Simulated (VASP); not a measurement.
A run of VASP 6.6.1:

File INCAR:

```
SYSTEM = MgO
  PREC = Accurate
  ENCUT = 520
  EDIFF = 1E-7
  ISMEAR = 0
  SIGMA = 0.05
  LREAL = .FALSE.
  LASPH = .TRUE.
  NELM = 100
  ALGO = Normal
  ISIF = 2
  LWAVE = .FALSE.
  LCHARG = .TRUE.
  GGA = PS
  LELF = .TRUE.
  LVHAR = .TRUE.
  NBANDS = 16
```

Contents of KPOINTS:

```
regular mesh
0
G
  9 9 6
  0 0 0
```

POSCAR

```
MgO
1.0
    3.2197892641      0.0000000000      0.0000000000
   -1.6098946321      2.7884192976      0.0000000000
    0.0000000000      0.0000000000      5.2836741825
Mg O
2 2
Direct
    0.3333333333      0.6666666667     -0.0435585739
    0.6666666667      0.3333333333      0.4564414261
    0.3333333333      0.6666666667      0.4009416620
    0.6666666667      0.3333333333      0.9009416620
```

Potentials or basis: VASP PAW PBE potentials, release 64 (Mg, O).

Launch:

```bash
$ cat potpaw_PBE.64/Mg/POTCAR potpaw_PBE.64/O/POTCAR > POTCAR
$ mpirun -np 1 vasp_std > vasp.out
```

Hardware: 1 thread of Intel(R) Xeon(R) 6975P-C (Granite Rapids) (shared host).

Question: Estimate the wall time of this run.

Answer: Run time: 18 s on 1 thread of Intel(R) Xeon(R) 6975P-C (Granite Rapids), with other jobs on the host, peak memory 0.17 GiB. Counts: scf iterations 14, k points 48.
